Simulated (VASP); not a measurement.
# C (P6_3/mmc) in VASP: further runs, part 2 of 2

VASP 6.6.1. The steps go on from the part before.

## Step 4: Single point, PBE+D3(BJ) (volume 8.336 Å^3 an atom, c/a of the conventional cell 2.7348)

Contents of INCAR:

```
PREC     = Accurate       # precision mode
ENCUT    = 600            # plane-wave cutoff, eV
EDIFF    = 1E-6           # SCF threshold, eV
ISMEAR   = 0              # smearing method
SIGMA    = 0.15           # smearing width, eV
LREAL    = F              # projectors in reciprocal space
LASPH    = T              # aspherical terms in the spheres
NELM     = 120            # most SCF steps
ALGO     = Normal         # electronic algorithm
ISIF     = 2              # what is computed and relaxed
LWAVE    = F              # write WAVECAR
LCHARG   = T              # write CHGCAR
GGA      = PE             # functional
IVDW     = 12             # dispersion correction
LELF     = T              # ELF
LVHAR    = T            
NBANDS   = 16             # bands
GGA_COMPAT= F
```

Contents of KPOINTS:

```
regular mesh
0
Gamma
  21 21 8
```

Contents of POSCAR:

```
C
1.0
    2.4146619639      0.0000000000      0.0000000000
   -1.2073309820      2.0911586023      0.0000000000
    0.0000000000      0.0000000000      6.6035030594
C
4
Direct
    0.0000000000      0.0000000000      0.0025000000
    0.0000000000      0.0000000000      0.5025000000
    0.3333333333      0.6666666667      0.0025000000
    0.6666666667      0.3333333333      0.5025000000
```

Potentials or basis: VASP PAW PBE potentials, release 64 (C).

On the command line:

```sh
> cat potpaw_PBE.64/C/POTCAR > POTCAR
> mpirun -np 1 vasp_std > vasp.out
```

OUTCAR:

```text
PREC = Accurate
   ENCUT = 600
   EDIFF = 1E-6
   ISMEAR = 0
   LREAL = F
   LASPH = T
   NELM = 120
   ISIF = 2
   GGA = PE
   IVDW = 12
 IVDW          = 12

 ion  position               nearest neighbor table
   1  0.000  0.000  0.002-   3 1.39   3 1.39   3 1.39
   2  0.000  0.000  0.502-   4 1.39   4 1.39   4 1.39
   3  0.333  0.667  0.002-   1 1.39   1 1.39   1 1.39
   4  0.667  0.333  0.502-   2 1.39   2 1.39   2 1.39

  LATTYP: Found a hexagonal cell.
 ALAT       =     2.4146619639
 C/A-ratio  =     2.7347525899

  Lattice vectors:

 A1 = (   2.4146619639,   0.0000000000,   0.0000000000)
 A2 = (  -1.2073309820,   2.0911586023,   0.0000000000)
 A3 = (   0.0000000000,   0.0000000000,   6.6035030594)

Analysis of symmetry for initial positions (statically):
=====================================================================
 Subroutine PRICEL returns:
 Original cell was already a primitive cell.

 Routine SETGRP: Setting up the symmetry group for a
 hexagonal supercell.

[... 173 lines left out ...]
 E-fermi :   5.1920     XC(G=0): -10.5604

 val. band max:        5.1902556738   @ k =   0.3333   0.3333   0.5000
 cond. band min:       5.1920701724   @ k =   0.3333   0.3333   0.2500
 fundamental gap:      0.0018144986
 Fermi energy:         5.1919577673

 k-point     1 :       0.0000    0.0000    0.0000
  band No.  band energies     occupation
      1     -14.9680      2.00000
      2     -14.6384      2.00000
      3      -3.7929      2.00000
      4      -1.7062      2.00000
      5       2.2136      2.00000
      6       2.2136      2.00000
[... 433 lines left out ...]
      3      -2.0687      2.00000
      4      -1.9820      2.00000
      5      -1.8891      2.00000
      6      -0.4331      2.00000
[... 8 lines left out ...]
     15      17.8930      0.00000
     16      18.1194      0.00000

 [... further k-points ...]

------------------------ aborting loop because EDIFF is reached ----------------------------------------

 Edisp (eV)   -0.63248

 E8    (eV) :    -0.1796

  FORCE on cell =-STRESS in cart. coord.  units (eV):
  Direction    XX          YY          ZZ          XY          YZ          ZX
  --------------------------------------------------------------------------------------
  -------------------------------------------------------------------------------------
  Total       6.38065     6.38065     0.06893    -0.00000     0.00000    -0.00000
  in kB     306.58966   306.58966     3.31210    -0.00000     0.00000    -0.00000
  external pressure =      205.50 kB  Pullay stress =        0.00 kB

 VOLUME and BASIS-vectors are now :
 -----------------------------------------------------------------------------
  energy-cutoff  :      600.00
  volume of cell :       33.34
      direct lattice vectors                 reciprocal lattice vectors
     2.414661964  0.000000000  0.000000000     0.414136643  0.239101902  0.000000000
    -1.207330982  2.091158602  0.000000000     0.000000000  0.478203805  0.000000000
     0.000000000  0.000000000  6.603503059     0.000000000  0.000000000  0.151434775

 POSITION                                       TOTAL-FORCE (eV/Angst)
 -----------------------------------------------------------------------------------
      0.00000      0.00000      0.01651        -0.000000      0.000000      0.000000
      0.00000      0.00000      3.31826         0.000000     -0.000000     -0.000000
     -0.00000      1.39411      0.01651         0.000000      0.000000     -0.000000
      1.20733      0.69705      3.31826        -0.000000     -0.000000      0.000000
 -----------------------------------------------------------------------------------
    total drift:                                0.000000      0.000000     -0.000009

  FREE ENERGIE OF THE ION-ELECTRON SYSTEM (eV)
  ---------------------------------------------------
  free  energy   TOTEN  =       -37.3426304950 eV

  energy  without entropy=      -37.3417659147  energy(sigma->0) =      -37.34219820
```

stdout:

```text
POSCAR found type information on POSCAR C
 POSCAR found :  1 types and       4 ions
 scaLAPACK will be used
 LDA part: xc-table for (Slater+PW92), standard interpolation
 POSCAR, INCAR and KPOINTS ok, starting setup
 FFT: planning ... GRIDC
 FFT: planning ... GRID_SOFT
 FFT: planning ... GRID
 WAVECAR not read
 entering main loop
```

It took 2.3 min on 1 thread of Intel Xeon 6975P-C, shared host; peak memory 0.25 GiB.

What came out:

```
Free energy                : -37.3426 eV
Pressure                   : 20.5 GPa
Band gap on the k mesh     : zero (band 8 reaches 5.21 eV, above the bottom of band 9 at 5.17 eV)
Dispersion energy per atom : -0.158 eV
```

## Step 5: Single point, PBE+D3(BJ) (volume 8.336 Å^3 an atom, c/a of the conventional cell 3.2806)

Contents of INCAR:

```
SYSTEM = C
ALGO = Normal
EDIFF = 1E-6
ENCUT = 600
GGA = PE
GGA_COMPAT = .FALSE.
ISIF = 2
ISMEAR = 0
IVDW = 12
LASPH = .TRUE.
LCHARG = .FALSE.
LREAL = .FALSE.
LWAVE = .FALSE.
NBANDS = 16
NELM = 120
PREC = Accurate
SIGMA = 0.15
```

Contents of KPOINTS:

```
k-points
0
G
  21 21 8
  0 0 0
```

Contents of POSCAR:

```
C
1.0
    2.2725385636      0.0000000000      0.0000000000
   -1.1362692818      1.9680761272      0.0000000000
    0.0000000000      0.0000000000      7.4552900118
C
4
Direct
    0.0000000000      0.0000000000      0.0025000000
    0.0000000000      0.0000000000      0.5025000000
    0.3333333333      0.6666666667      0.0025000000
    0.6666666667      0.3333333333      0.5025000000
```

On the command line:

```sh
> cat potpaw_PBE.64/C/POTCAR > POTCAR
> mpirun -np 1 vasp_std > vasp.out
```

Wall time 2.4 min (1 thread of Intel Xeon 6975P-C, shared host); peak memory 0.24 GiB.

The run converged. Its results:

| Property | Result |
| --- | --- |
| Free energy | -35.3042 eV |
| Pressure | 84.9 GPa |
| Band gap on the k mesh | zero (filled and empty bands overlap) |
| Dispersion energy per atom | -0.125 eV |

Stress tensor (GPa, compression positive):
```
128.54   0.00   0.00
  0.00 128.54   0.00
  0.00   0.00  -2.48
```

Levels at points of the mesh, in eV from the Fermi level:
```
           k point  band 5  band 6  band 7  band 8  band 9  band 10  band 11  band 12
(0.00, 0.00, 0.00)   -2.85   -2.85   -2.84   -2.84    2.62     7.40    10.06    10.06
(0.00, 0.00, 0.50)   -2.84   -2.84   -2.84   -2.84    4.49     4.49    10.06    10.06
```

## Step 6: The runs side by side

| cell | gap on the mesh (eV) | pressure (GPa) |
| --- | --- | --- |
| a = 2.500, b = 2.500, c = 5.964 Å, angles 90.0, 90.0, 120.0°, 4 atoms | none | -10.6 |
| a = 2.282, b = 2.282, c = 7.155 Å, angles 90.0, 90.0, 120.0°, 4 atoms | none | 82.6 |
| a = 2.415, b = 2.415, c = 6.604 Å, angles 90.0, 90.0, 120.0°, 4 atoms | none | 20.5 |
| a = 2.273, b = 2.273, c = 7.455 Å, angles 90.0, 90.0, 120.0°, 4 atoms | none | 84.9 |

Alike in all rows: task single point; level PBE+D3(BJ); potentials or basis VASP PAW PBE potentials, release 64 (C); no spin polarisation; k mesh 21 × 21 × 8; cutoff (eV) 600; smearing gaussian 0.15 eV.

Absolute energies hang on the potentials; compare differences alone.
